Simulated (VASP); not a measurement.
# LiBr (Fm-3m) in VASP: settings compared, part 2 of 2

VASP 6.6.1. The steps go on from the part before.

## (3) Single point, PBEsol

This run uses another cell than the first one, of 19.82 Å³/atom, 1.058 times its volume.

INCAR

```
SYSTEM = LiBr
ALGO     = Normal         ! electronic algorithm
EDIFF    = 1E-6           ! SCF threshold, eV
ENCUT    = 750            ! plane-wave cutoff, eV
GGA      = PS             ! functional
GGA_COMPAT= .False.      
ISIF     = 2              ! what is computed and relaxed
ISMEAR   = -1             ! smearing method
LASPH    = .True.         ! aspherical terms in the spheres
LCHARG   = .False.        ! write CHGCAR
LREAL    = .False.        ! projectors in reciprocal space
LWAVE    = .False.        ! write WAVECAR
NBANDS   = 12             ! bands
NELM     = 120            ! most SCF steps
PREC     = Accurate       ! precision mode
SIGMA    = 0.02           ! smearing width, eV
```

KPOINTS

```
k-points
0
Gamma
  8 8 8
  0 0 0
```

POSCAR

```
LiBr
1.0
    0.0000000000      2.7060993891      2.7060993891
    2.7060993891      0.0000000000      2.7060993891
    2.7060993891      2.7060993891      0.0000000000
Li Br
1 1
Direct
    0.0000000000      0.0000000000      0.0000000000
    0.5000000000      0.5000000000      0.5000000000
```

Potentials or basis: VASP PAW PBE potentials, release 64 (Li_sv, Br).

Run with:

```sh
> cat potpaw_PBE.64/Li_sv/POTCAR potpaw_PBE.64/Br/POTCAR > POTCAR
> mpirun -np 1 vasp_std > vasp.out
```

OUTCAR:

```text
SYSTEM = LiBr
   EDIFF = 1E-6
   ENCUT = 750
   GGA = PS
   ISIF = 2
   ISMEAR = -1
   LASPH = .True.
   LREAL = .False.
   NELM = 120
   PREC = Accurate

 ion  position               nearest neighbor table
   1  0.000  0.000  0.000-
   2  0.500  0.500  0.500-

  LATTYP: Found a face centered cubic cell.
 ALAT       =     5.4121987782

  Lattice vectors:

 A1 = (   0.0000000000,   2.7060993891,   2.7060993891)
 A2 = (   2.7060993891,   0.0000000000,   2.7060993891)
 A3 = (   2.7060993891,   2.7060993891,   0.0000000000)

Analysis of symmetry for initial positions (statically):
=====================================================================
 Subroutine PRICEL returns:
 Original cell was already a primitive cell.

 Routine SETGRP: Setting up the symmetry group for a
 face centered cubic supercell.

 Subroutine GETGRP returns: Found 48 space group operations
 (whereof 48 operations were pure point group operations)
 out of a pool of 48 trial point group operations.

The static configuration has the point symmetry O_h .

Analysis of symmetry for dynamics (positions and initial velocities):
=====================================================================
 Subroutine PRICEL returns:
 Original cell was already a primitive cell.

 Routine SETGRP: Setting up the symmetry group for a
 face centered cubic supercell.

 Subroutine GETGRP returns: Found 48 space group operations
 (whereof 48 operations were pure point group operations)
 out of a pool of 48 trial point group operations.

The dynamic configuration has the point symmetry O_h .

 Subroutine INISYM returns: Found 48 space group operations
 (whereof 48 operations are pure point group operations),
 and found     1 'primitive' translations

----------------------------------------------------------------------------------------

                                     Primitive cell

  volume of cell :      39.6334

  direct lattice vectors                    reciprocal lattice vectors
     0.000000000  2.706099389  2.706099389    -0.184767789  0.184767789  0.184767789
     2.706099389  0.000000000  2.706099389     0.184767789 -0.184767789  0.184767789
     2.706099389  2.706099389  0.000000000     0.184767789  0.184767789 -0.184767789

  length of vectors
     3.827002457  3.827002457  3.827002457     0.320027198  0.320027198  0.320027198

  position of ions in fractional coordinates (direct lattice)
     0.000000000  0.000000000  0.000000000
     0.500000000  0.500000000  0.500000000

  ion indices of the primitive-cell ions
   primitive index   ion index
                 1           1
                 2           2

----------------------------------------------------------------------------------------

 KPOINTS: k-points

Automatic generation of k-mesh.
 Grid dimensions read from file:
 generate k-points for:    8    8    8

 Generating k-lattice:

  Cartesian coordinates                     Fractional coordinates (reciprocal lattice)
    -0.023095974  0.023095974  0.023095974     0.125000000  0.000000000  0.000000000
     0.023095974 -0.023095974  0.023095974     0.000000000  0.125000000  0.000000000
     0.023095974  0.023095974 -0.023095974     0.000000000  0.000000000  0.125000000

  Length of vectors
     0.040003400  0.040003400  0.040003400

  Shift w.r.t. Gamma in fractional coordinates (k-lattice)
     0.000000000  0.000000000  0.000000000

 Subroutine IBZKPT returns following result:
 ===========================================

 Found     29 irreducible k-points:

 Following reciprocal coordinates:
            Coordinates               Weight
  0.000000  0.000000  0.000000      1.000000
  0.125000  0.000000  0.000000      8.000000
  0.250000  0.000000  0.000000      8.000000
  0.375000  0.000000  0.000000      8.000000
  0.500000  0.000000  0.000000      4.000000
  0.125000  0.125000  0.000000      6.000000
[... 16 lines left out ...]
  0.500000  0.250000  0.125000     48.000000
 -0.375000  0.250000  0.125000     24.000000
 [... further k-points ...]
   k-points           NKPTS =     29   k-points in BZ     NKDIM =     29   number of bands    NBANDS=     12
   number of dos      NEDOS =    301   number of ions     NIONS =      2
   total plane-waves  NPLWV =  46656
   dimension x,y,z NGX =    36 NGY =   36 NGZ =   36
   dimension x,y,z NGXF=    72 NGYF=   72 NGZF=   72
   ions per type =               1   1
   NGX,Y,Z   is equivalent  to a cutoff of  15.64, 15.64, 15.64 a.u.
   NGXF,Y,Z  is equivalent  to a cutoff of  31.28, 31.28, 31.28 a.u.
 SYSTEM =  LiBr
   PREC   = accura    normal or accurate (medium, high low for compatibility)
   ISTART =      0    job   : 0-new  1-cont  2-samecut
   ICHARG =      2    charge: 1-file 2-atom 10-const
   ISPIN  =      1    spin polarized calculation?
   LNONCOLLINEAR =      F non collinear calculations
   LSORBIT =      F    spin-orbit coupling
   LASPH  =      T    aspherical Exc in radial PAW
   ENCUT  =  750.0 eV  55.12 Ry    7.42 a.u.   8.55  8.55  8.55*2*pi/ulx,y,z
   NELM   =    120;   NELMIN=  2; NELMDL= -5     # of ELM steps
   EDIFF  = 0.1E-05   stopping-criterion for ELM
   LREAL  =      F    real-space projection
   EDIFFG = 0.1E-04   stopping-criterion for IOM
   NSW    =      0    number of steps for IOM
   IBRION =     -1    ionic relax: 0-MD 1-quasi-New 2-CG
   NFREE  =      0    steps in history (QN), initial steepest desc. (CG)
   ISIF   =      2    stress and relaxation
   ISYM   =      2    0-nonsym 1-usesym 2-fastsym
   POTIM  = 0.5000    time-step for ionic-motion
   TEBEG  =    0.0;   TEEND  =   0.0 temperature during run
   PSTRESS=    0.0 pullay stress
   NELECT =      10.0000    total number of electrons
   NUPDOWN=      -1.0000    fix difference up-down
   EMIN   =  10.00;   EMAX   =-10.00  energy-range for DOS
   EFERMI =   0.00;   METHOD = LEGACY
   ISMEAR =    -1;   SIGMA  =   0.02  broadening in eV -4-tet -1-fermi 0-gaus
   EFERMI_NEDOS =   21; number of points for ismear=-14 and -15
   IALGO  =     38    algorithm
   IMIX   =      4    mixing-type and parameters
     AMIX     =   0.40;   BMIX     =  1.00
     AMIX_MAG =   1.60;   BMIX_MAG =  1.00
  volume/ion in A,a.u.               =      19.82       133.73
  Fermi-wavevector in a.u.,A,eV,Ry     =   1.034478  1.954879 14.560192  1.070144
  Thomas-Fermi vector in A             =   2.168775
   LORBIT       =      0    0 simple, 1 ext, 2 COOP (PROOUT), +10 PAW based schemes
   GGA     = PS    functional components
   LHFCALC =     F    Hartree Fock is set to
   AEXX    =    0.0000 exact exchange contribution
   IVDW    =     0    specifies the selected vdW correction
   LEPSILON=     F    determine dielectric tensor
   LRPA    =     F    only Hartree local field effects (RPA)
 non-spin polarized calculation
  energy-cutoff  :      750.00
  volume of cell :       39.63
 maximum number of plane-waves:      1868
 NGX is ok and might be reduce to    36
   NGX = 17   NGY = 17   NGZ = 17

 number of electron      10.0000001 magnetization

 Free energy of the ion-electron system (eV)
  ---------------------------------------------------
  ext. energy  EPLUGINS =         0.00000000
  ---------------------------------------------------
  free energy    TOTEN  =        -6.93525751 eV

  energy without entropy =       -6.93525751  energy(sigma->0) =       -6.93525751

 E-fermi :   1.0075     XC(G=0):  -8.7908

 val. band max:        0.5859119616   @ k =   0.0000   0.0000   0.0000
 cond. band min:       5.5701335452   @ k =   0.0000   0.0000   0.0000
 fundamental gap:      4.9842215836
 Fermi energy:         1.0075142513

 k-point     1 :       0.0000    0.0000    0.0000
  band No.  band energies     occupation
      1     -43.0178      2.00000
      2     -13.0463      2.00000
      3       0.5859      2.00000
      4       0.5859      2.00000
      5       0.5859      2.00000
      6       5.5701      0.00000
      7      11.0093      0.00000
      8      11.0093      0.00000
      9      11.0093      0.00000
     10      12.9638      0.00000
     11      12.9638      0.00000
     12      12.9638      0.00000
[... 331 lines left out ...]
 k-point    24 :      -0.3750    0.2500    0.1250
  band No.  band energies     occupation
      1     -43.0160      2.00000
      2     -12.4018      2.00000
      3      -2.2589      2.00000
      4      -0.9060      2.00000
      5      -0.0895      2.00000
      6       7.5781      0.00000
      7       8.4499      0.00000
      8       9.8279      0.00000
      9      11.4369      0.00000
     10      14.2317      0.00000
     11      14.7401      0.00000
     12      17.4238      0.00000

 [... further k-points ...]
[... 5 lines left out ...]
  --------------------------------------------------------------------------------------
  -------------------------------------------------------------------------------------
  Total       -0.0097354     -0.0097354     -0.0097354     -0.0000000      0.0000000      0.0000000
  in kB       -0.3935547     -0.3935547     -0.3935547     -0.0000000      0.0000000      0.0000000
  external PRESSURE =      -0.3935547 kB  Pullay stress =       0.0000000 kB

 VOLUME and BASIS-vectors are now :
 -----------------------------------------------------------------------------
  energy-cutoff  :      750.00
  volume of cell :       39.63
      direct lattice vectors                 reciprocal lattice vectors
     0.000000000  2.706099389  2.706099389    -0.184767789  0.184767789  0.184767789
     2.706099389  0.000000000  2.706099389     0.184767789 -0.184767789  0.184767789
     2.706099389  2.706099389  0.000000000     0.184767789  0.184767789 -0.184767789

 POSITION                                       TOTAL-FORCE (eV/Angst)
 -----------------------------------------------------------------------------------
      0.00000      0.00000      0.00000        -0.000000     -0.000000     -0.000000
      2.70610      2.70610      2.70610         0.000000      0.000000      0.000000
 -----------------------------------------------------------------------------------
    total drift:                                0.000000      0.000000      0.000000

  FREE ENERGIE OF THE ION-ELECTRON SYSTEM (eV)
  ---------------------------------------------------
  free  energy   TOTEN  =        -6.9352575142 eV

  energy  without entropy=       -6.9352575142  energy(sigma->0) =       -6.93525751
```

Run time: 12 s. Hardware: 1 thread of AMD EPYC 9R45 (Zen 5), shared host; peak memory 0.17 GiB.

Results:

| Item | Value |
| --- | --- |
| Free energy | -6.9353 eV |
| Pressure | 0.0 GPa |
| Band gap on the k mesh | 4.98 eV, direct |

Caveat: the PAW data sets were made with another functional, which shifts forces and pressure a little. A k mesh can miss the band edges.

## (4) Single point, PBE

This run uses another cell than the first one, of 20.92 Å³/atom, 1.117 times its volume.

INCAR

```
SYSTEM = LiBr
PREC = Accurate
ENCUT = 750
EDIFF = 1E-6
ISMEAR = -1
SIGMA = 0.02
LREAL = .False.
LASPH = .True.
NELM = 120
ALGO = Normal
ISIF = 2
LWAVE = .False.
LCHARG = .False.
GGA = PE
NBANDS = 12
GGA_COMPAT = .False.
```

KPOINTS

```
regular mesh
0
Gamma
  8 8 8
  0 0 0
```

POSCAR

```
LiBr
1.0
    0.0000000000      2.7554040780      2.7554040780
    2.7554040780      0.0000000000      2.7554040780
    2.7554040780      2.7554040780      0.0000000000
Li Br
1 1
Direct
    0.0000000000      0.0000000000      0.0000000000
    0.5000000000      0.5000000000      0.5000000000
```

Run with:

```sh
> cat potpaw_PBE.64/Li_sv/POTCAR potpaw_PBE.64/Br/POTCAR > POTCAR
> mpirun -np 1 vasp_std > vasp.out
```

It took 12 s on 1 thread of AMD EPYC 9R45 (Zen 5), shared host; peak memory 0.17 GiB.

The run converged. Its results:

```yaml
Free_energy: -6.6415 eV
Pressure: 0.0 GPa
Band_gap_on_the_k_mesh: 4.92 eV, direct
```

Levels at points of the mesh, in eV from the valence-band top:
```csv
k point,band 1,band 2,band 3,band 4,band 5,band 6,band 7,band 8,band 9,band 10
"(0.00, 0.00, 0.00)",-44.41,-13.41,0.00,0.00,0.00,4.92,10.50,10.50,10.50,12.22
"(0.50, 0.00, 0.00)",-44.40,-12.95,-2.85,-0.26,-0.26,5.62,8.10,8.10,11.70,14.01
"(0.50, 0.50, 0.00)",-44.40,-12.76,-2.85,-1.13,-1.13,6.24,7.12,11.58,12.40,12.40
```

## (5) Single point, LDA

This run uses another cell than the first one, of 20.56 Å³/atom, 1.098 times its volume.

INCAR

```
PREC = Accurate ; ENCUT = 750
EDIFF = 1E-6 ; ISMEAR = 0
SIGMA = 0.01 ; LREAL = False
LASPH = True ; NELM = 120
ALGO = Normal ; ISIF = 2
LWAVE = False ; LCHARG = True
GGA = CA ; LELF = True
LVHAR = True ; NBANDS = 12
GGA_COMPAT = False
```

KPOINTS

```
Automatic mesh
0
Gamma
  8 8 8
```

POSCAR

```
LiBr
1.0
    0.0000000000      2.7395485848      2.7395485848
    2.7395485848      0.0000000000      2.7395485848
    2.7395485848      2.7395485848      0.0000000000
Li Br
1 1
Direct
    0.0000000000      0.0000000000      0.0000000000
    0.5000000000      0.5000000000      0.5000000000
```

Potentials or basis: VASP PAW LDA potentials, release 64 (Li_sv, Br).

Run with:

```sh
> cat potpaw_LDA.64/Li_sv/POTCAR potpaw_LDA.64/Br/POTCAR > POTCAR
> mpirun -np 1 vasp_std > vasp.out
```

Wall time 12 s (1 thread of AMD EPYC 9R45 (Zen 5), shared host); peak memory 0.15 GiB.

The run converged. Its results:

```
Free energy            : -7.3407 eV
Pressure               : -2.6 GPa
Band gap on the k mesh : 4.71 eV, direct
```

Levels at points of the mesh, in eV from the valence-band top:
```csv
k point,band 2,band 3,band 4,band 5,band 6,band 7,band 8,band 9
"(0.00, 0.00, 0.00)",-13.50,0.00,0.00,0.00,4.71,10.36,10.36,10.36
"(0.50, 0.00, 0.00)",-13.01,-2.99,-0.27,-0.27,5.36,7.90,7.90,11.65
"(0.50, 0.50, 0.00)",-12.81,-3.01,-1.19,-1.19,6.09,6.88,11.45,12.22
```

## (6) Summary

| level | potentials or basis | cell | smearing | gap on the mesh (eV) | pressure (GPa) |
| --- | --- | --- | --- | --- | --- |
| LDA | VASP PAW LDA potentials, release 64 (Li_sv, Br) | a = 3.755 Å, angles 60.0°, 2 atoms | fermi-dirac 0.02 eV | 5.17 | 0.0 |
| PBEsol | VASP PAW PBE potentials, release 64 (Li_sv, Br) | a = 3.827 Å, angles 60.0°, 2 atoms | fermi-dirac 0.02 eV | 4.98 | 0.0 |
| PBE | VASP PAW PBE potentials, release 64 (Li_sv, Br) | a = 3.897 Å, angles 60.0°, 2 atoms | fermi-dirac 0.02 eV | 4.92 | 0.0 |
| LDA | VASP PAW LDA potentials, release 64 (Li_sv, Br) | a = 3.874 Å, angles 60.0°, 2 atoms | gaussian 0.01 eV | 4.71 | -2.6 |

Alike in all rows: task single point; no spin polarisation; k mesh 8 × 8 × 8; cutoff (eV) 750.

Caveats: the PAW data sets were made with another functional, which shifts forces and pressure a little (some runs).

Absolute energies hang on the potentials; compare differences alone.
